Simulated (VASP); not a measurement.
Set up this calculation in VASP 6.6.1, as the native input.

```yaml
Task: single point
Functional: PBE
Potentials_or_basis: VASP PAW PBE potentials, release 64 (Ba_sv, In_d, P)
Cutoff: 520 eV
k_mesh: 6 × 6 × 6
Occupations: gaussian, width 0.1 eV
Spin: no spin polarisation
Dipole_correction: no
Further_INCAR_settings: ALGO = Normal; EDIFF = 1e-06; NBANDS = 41
```

The structure of BaIn3P3 lies in POSCAR:

```
BaIn3P3
1.0
    6.0544511167      0.0000000000      0.0000000000
    0.0000000000      6.0544511167      0.0000000000
    0.0000000000      0.0000000000      6.0544511167
Ba In P
1 3 3
Direct
    0.5000000000      0.5000000000      0.5000000000
    0.5000000000      0.5000000000      0.0000000000
    0.0000000000      0.5000000000      0.5000000000
    0.5000000000      0.0000000000      0.5000000000
    0.5000000000      0.0000000000      0.0000000000
    0.0000000000      0.5000000000      0.0000000000
    0.0000000000      0.0000000000      0.5000000000
```

These files were run (other wordings do the same):

INCAR

```
SYSTEM = BaIn3P3
ALGO = Normal ; EDIFF = 1E-6
ENCUT = 520 ; GGA = PE
ISIF = 2 ; ISMEAR = 0
LASPH = .True. ; LCHARG = .False.
LREAL = .False. ; LWAVE = .False.
NBANDS = 41 ; NELM = 100
PREC = Accurate ; SIGMA = 0.1
```

KPOINTS

```
k-points
0
Gamma
  6 6 6
  0 0 0
```

Potentials or basis: VASP PAW PBE potentials, release 64 (Ba_sv, In_d, P).

Command:

```bash
$ cat potpaw_PBE.64/Ba_sv/POTCAR potpaw_PBE.64/In_d/POTCAR potpaw_PBE.64/P/POTCAR > POTCAR
$ mpirun -np 1 vasp_std > vasp.out
```

Results of the run:

```
Pressure               : 0.2 GPa
Band gap on the k mesh : zero (bands 32 and 33 overlap by 0.41 eV)
```

Caveat: spin-orbit coupling is left out, which moves the levels of the heavy elements.

It took 100 s on 1 thread of AMD EPYC 9R45 96-Core Processor (Zen 5), with other jobs on the host, peak memory 0.39 GiB.
